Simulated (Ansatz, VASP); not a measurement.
# One calculation of Ag2O3, two programs

```
CELL_PARAMETERS angstrom
5.05615 0.00000 0.00000
0.00000 5.05615 0.00000
0.00000 0.00000 5.05615
ATOMIC_POSITIONS crystal
Ag 0.25000 0.25000 0.25000
Ag 0.25000 0.75000 0.75000
Ag 0.75000 0.75000 0.25000
Ag 0.75000 0.25000 0.75000
O 0.50000 0.00000 0.00000
O 0.50000 0.00000 0.50000
O 0.00000 0.50000 0.00000
O 0.50000 0.50000 0.00000
O 0.00000 0.50000 0.50000
O 0.00000 0.00000 0.50000
```

Alike in both runs: functional r2SCAN; k mesh 7 × 7 × 7; occupations fermi-dirac, width 0.1 eV; no spin polarisation.

Ansatz relaxed the structure, and its values are those at the end. VASP's run is a single point on that final structure, the one shown.

|  | VASP | Ansatz |
| --- | --- | --- |
| version | VASP 6.6.1 | Ansatz 0.2.0 |
| potentials or method | VASP PAW PBE potentials, release 64 (Ag, O), cutoff 520 eV | PAW plane waves |
| valence electrons in the cell | 80 | 112 |

VASP gave:

```
pressure (GPa) : -2.7
```

Problem. Which values does Ansatz return?

Solution. Pressure (GPa): -2.8.

VASP's potentials were made for PBE, not for r2SCAN. The functional is the same, so the differences come from potentials, cutoffs and numerics. VASP's potentials hold 80 valence electrons a cell and Ansatz's 112, so a difference there can come from the potentials and not from the codes. Ansatz's warnings: stress scf threshold loose.
